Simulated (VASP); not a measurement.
The system is MgI2.

```
CELL_PARAMETERS angstrom
-0.07511 3.68061 3.68061
3.68061 -0.07511 3.68061
3.68061 3.68061 -0.07511
ATOMIC_POSITIONS crystal
Mg 0.00000 0.00000 0.00000
I 0.24931 0.24931 0.24931
I 0.75069 0.75069 0.75069
```

This cell differs from its parent crystal: strain along [111] -3.0%.

Base run:

| Property | Result |
| --- | --- |
| Program | VASP 6.6.1 |
| Functional | PBE |
| Potentials or basis | VASP PAW PBE potentials, release 64 (Mg, I) |
| Cutoff | 520 eV |
| k mesh | 6 × 6 × 6 |
| Occupations | fermi-dirac, width 0.02 eV |
| Spin | no spin polarisation |

Its results: band gap on the k mesh 0.66 eV, indirect (least direct gap 1.01 eV); pressure 1.1 GPa; largest force 0.004 eV/Å.

Q: The run is repeated on the same cell with these changes: functional from PBE to r2SCAN; occupations from fermi-dirac, width 0.02 eV to gaussian, width 0.01 eV. What comes out?

A: Band gap on the k mesh 1.38 eV, indirect (least direct gap 1.44 eV); pressure 0.9 GPa; largest force 0.005 eV/Å.

Caveats: spin-orbit coupling is left out, which moves the levels of the heavy elements; the PAW data sets were made with another functional, which shifts forces and pressure a little (some runs).

A k mesh can miss the band edges.
